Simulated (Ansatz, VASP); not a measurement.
Ti in VASP and in Ansatz

Contents of INCAR:

```
  ALGO = Normal
  EDIFF = 1E-7
  ENCUT = 520
  GGA = PS
  ISIF = 2
  ISMEAR = -1
  LASPH = T
  LCHARG = T
  LELF = T
  LREAL = F
  LVHAR = T
  LWAVE = F
  NBANDS = 19
  NELM = 60
  PREC = Accurate
  SIGMA = 0.08
```

KPOINTS

```
k-points
0
Gamma
  13 13 7
```

The input POSCAR:

```
Ti
1.0
    2.9201978648      0.0000000000      0.0000000000
   -1.4600989324      2.5289655350      0.0000000000
    0.0000000000      0.0000000000      4.6386634303
Ti
2
Direct
    0.3333333333      0.6666666667      0.2500000000
    0.6666666667      0.3333333333      0.7500000000
```

Input for Ansatz:

```yaml
crystal:
  lattice:
    - [2.9201978648, 0.0, 0.0]
    - [-1.4600989324, 2.528965535, 0.0]
    - [0.0, 0.0, 4.6386634303]
  atoms:
    - { symbol: Ti, position: [0.3333333333, 0.6666666667, 0.25] }
    - { symbol: Ti, position: [0.6666666667, 0.3333333333, 0.75] }
kpoints:
  mp_grid: { grid: [13, 13, 7] }
scf:
  occupations: { method: fermi_dirac, width: 0.08 }
hamiltonian:
  xc: pbesol
  pseudopotentials: { kind: all_electron, lapw: { basis_error: 0.0005 } }
output:
  forces: true
  stress: true
  eigenvalues: true
```

Change from the starting cell: volume scaled by 0.97.

Alike in both runs: task single point; functional PBEsol; k mesh 13 × 13 × 7; occupations fermi-dirac, width 0.08 eV; no spin polarisation.

|  | VASP | Ansatz |
| --- | --- | --- |
| version | VASP 6.6.1 | Ansatz 0.2.0 |
| potentials or method | VASP PAW PBE potentials, release 64 (Ti_sv), cutoff 520 eV | all-electron LAPW, scalar-relativistic |

```tsv
	VASP	Ansatz	Ansatz less VASP
pressure (GPa)	-2.9	-2.7	+0.24
traceless stress, the component that is largest in VASP (GPa)	-0.27	-0.27	-0.004
```

VASP's potentials were made for PBE, not for PBEsol. Ansatz ran all-electron here, and VASP with PAW potentials.
